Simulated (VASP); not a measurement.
Here is a VASP 6.6.1 calculation.

INCAR

```
  PREC = Accurate
  ENCUT = 520
  EDIFF = 1E-6
  ISMEAR = 1
  SIGMA = 0.05
  LREAL = False
  LASPH = True
  NELM = 60
  ALGO = Normal
  ISIF = 2
  LWAVE = False
  LCHARG = False
  GGA = PS
  NBANDS = 21
```

KPOINTS

```
Automatic mesh
0
Gamma
  14 14 14
```

Contents of POSCAR:

```
Ge
1.0
   -2.5744897200      2.5744897200      1.3974126400
    2.5744897200     -2.5744897200      1.3974126400
    2.5744897200      2.5744897200     -1.3974126400
Ge
2
Direct
    0.2678902060      0.7678902060      0.5000000000
    0.5000000000      0.5000000000      0.0000000000
```

Potentials or basis: VASP PAW PBE potentials, release 64 (Ge_d).

Command:

```console
$ cat potpaw_PBE.64/Ge_d/POTCAR > POTCAR
$ mpirun -np 1 vasp_std > vasp.out
```

(1) Predict the band gap on the k mesh.

(2) Estimate the pressure.

(3) Estimate the largest force.

## Answers

(1) zero (band 14 reaches 8.42 eV, above the bottom of band 15 at 3.42 eV).

(2) -0.9 GPa.

(3) 0.027 eV/Å.

Caveat: the PAW data sets were made with another functional, which shifts forces and pressure a little.
